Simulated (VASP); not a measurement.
Set up this calculation in VASP 6.6.1, as the native input.

- Task: relaxation of cell and atoms
- Functional: PBE
- Potentials or basis: VASP PAW PBE potentials, release 64 (Na_pv, Be)
- Cutoff: 600 eV
- k mesh: 16 × 16 × 16
- Occupations: gaussian, width 0.1 eV
- Spin: no spin polarisation
- Dipole correction: no
- Further INCAR settings: ALGO = Normal; EDIFF = 1e-06; IBRION = 2; EDIFFG = -0.01; NSW = 100; ISIF = 3

The structure of NaBe lies in POSCAR:

```
NaBe
1.0
    3.3714070647      0.0000000000      0.0000000000
    0.0000000000      3.3714070647      0.0000000000
    0.0000000000      0.0000000000      3.3714070647
Na Be
1 1
Direct
    0.0000000000      0.0000000000      0.0000000000
    0.5000000000      0.5000000000      0.5000000000
```

One way to write it, as run:

INCAR

```
  PREC = Accurate
  ENCUT = 600
  EDIFF = 1E-6
  ISMEAR = 0
  SIGMA = 0.1
  LREAL = F
  LASPH = T
  NELM = 100
  ALGO = Normal
  ISIF = 3
  LWAVE = F
  LCHARG = F
  GGA = PE
  IBRION = 2
  NSW = 100
  EDIFFG = -0.01
```

KPOINTS

```
Automatic mesh
0
Gamma
  16 16 16
```

Potentials or basis: VASP PAW PBE potentials, release 64 (Na_pv, Be).

Launch:

```bash
$ cat potpaw_PBE.64/Na_pv/POTCAR potpaw_PBE.64/Be/POTCAR > POTCAR
$ mpirun -np 1 vasp_std > vasp.out
```

Results of the run:

- Relaxed volume: 19.40 Å³/atom
- Relaxed cell: a = 3.386 Å, b = 3.386 Å, c = 3.386 Å, α = 90.00°, β = 90.00°, γ = 90.00°
- Space group after relaxing (to 0.1 Å): Pm-3m (No. 221)
- Energy gained by relaxing: 0.2 meV/atom
- Ionic steps: 4
- Pressure after relaxing: 0.0 GPa
- Band gap on the k mesh: zero (an odd number of electrons rules out a gap without spin polarisation)

Wall time 3.4 min on 1 thread of Intel Xeon 8259CL, on a shared host, peak memory 0.2 GiB.
